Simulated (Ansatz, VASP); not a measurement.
## One calculation of SnO2, two programs

File INCAR:

```
ALGO = Normal
EDIFF = 1E-6
ENCUT = 520
GGA = PE
ISIF = 2
ISMEAR = -1
LASPH = T
LCHARG = F
LREAL = F
LWAVE = F
NBANDS = 35
NELM = 60
PREC = Accurate
SIGMA = 0.02
```

The input KPOINTS:

```
k-points
0
Gamma
  6 6 8
```

Contents of POSCAR:

```
SnO2
1.0
    4.7605737245      0.0000000000      0.0000000000
    0.0000000000      4.7605737245      0.0000000000
    0.0000000000      0.0000000000      3.2000802711
Sn O
2 4
Direct
    0.0000000000      0.0000000000      0.0000000000
    0.5000000000      0.5000000000      0.5000000000
    0.3058781125      0.3058781125      0.0000000000
    0.1941218875      0.8058781125      0.5000000000
    0.8058781125      0.1941218875      0.5000000000
    0.6941218875      0.6941218875      0.0000000000
```

Input for Ansatz:

```yaml
crystal:
  lattice:
    - [4.7605737245, 0.0, 0.0]
    - [0.0, 4.7605737245, 0.0]
    - [0.0, 0.0, 3.2000802711]
  atoms:
    - { symbol: Sn, position: [0.0, 0.0, 0.0] }
    - { symbol: Sn, position: [0.5, 0.5, 0.5] }
    - { symbol: O, position: [0.3058781125, 0.3058781125, 0.0] }
    - { symbol: O, position: [0.1941218875, 0.8058781125, 0.5] }
    - { symbol: O, position: [0.8058781125, 0.1941218875, 0.5] }
    - { symbol: O, position: [0.6941218875, 0.6941218875, 0.0] }
kpoints:
  mp_grid: { grid: [6, 6, 8] }
  band_path:
    path:
      - [0.0, 0.0, 0.0]
      - [0.0, 0.5, 0.0]
      - [0.5, 0.5, 0.0]
      - [0.0, 0.0, 0.5]
      - [0.0, 0.5, 0.5]
      - [0.5, 0.5, 0.5]
    npoints: 1
hamiltonian:
  xc: pbe
scf:
  occupations: { method: fermi_dirac, width: 0.02 }
  n_extra_bands: 5
output:
  forces: true
  stress: true
  eigenvalues: true
```

Alike in both runs: task single point; functional PBE; k mesh 6 × 6 × 8; occupations fermi-dirac, width 0.02 eV; no spin polarisation.

|  | VASP | Ansatz |
| --- | --- | --- |
| version | VASP 6.6.1 | Ansatz 0.2.0 |
| potentials or method | VASP PAW PBE potentials, release 64 (Sn_d, O) | plane waves, PAW |
| plane-wave cutoff (eV) | 520 | 420 |
| valence electrons in the cell | 52 | 52 |

```csv
,VASP,Ansatz,Ansatz less VASP
gap on the k mesh at the Fermi level (eV),1.09,1.10,+0.011
pressure (GPa),8.4,7.7,-0.69
"traceless stress, the component that is largest in VASP (GPa)",1.33,1.12,-0.203
rms of the force components (eV/Å),0.022,0.014,-0.0076
```

Atom by atom the forces differ by 0.008 eV/Å (rms over components). The functional is the same, so the differences come from potentials, cutoffs and numerics.
